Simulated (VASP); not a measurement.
SiO2 (rutile type), 6 atoms in the cell. The structure is tetragonal, space group P4_2/mnm (No. 136). The conventional cell has a = 3.720 Å, b = 3.720 Å, c = 2.433 Å, α = 90.00°, β = 90.00°, γ = 90.00°. Si (site symmetry mmm) has 6 O at 1.58 to 1.61 Å within 2.1 Å. O (site symmetry m2m) has 3 Si at 1.58 to 1.61 Å within 2.1 Å.  This cell differs from its parent crystal: volume scaled by 0.72.

- Program: VASP 6.6.1
- Task: single point
- Functional: r2SCAN
- Potentials or basis: VASP PAW PBE potentials, release 64 (Si, O)
- Cutoff: 520 eV
- k mesh: 8 × 8 × 11
- Occupations: fermi-dirac, width 0.08 eV
- Spin: no spin polarisation
- Dipole correction: no
- Further INCAR settings: ALGO = Normal; EDIFF = 1e-06; NBANDS = 25

Potentials or basis: VASP PAW PBE potentials, release 64 (Si, O).

Run with:

```sh
$ cat potpaw_PBE.64/Si/POTCAR potpaw_PBE.64/O/POTCAR > POTCAR
$ cp INCAR.step1 INCAR
$ mpirun -np 1 vasp_std > vasp.out
$ cp INCAR.step2 INCAR
$ mpirun -np 1 vasp_std > vasp.out
```

Hardware: 1 thread of Intel(R) Xeon(R) Platinum 8488C (Sapphire Rapids), with other jobs on the host.

**Question.** Estimate the wall time of this run.

**Answer.** It took 3.4 min on 1 thread of Intel(R) Xeon(R) Platinum 8488C (Sapphire Rapids), on a shared host, peak memory 0.18 GiB. Counts: k points 90.
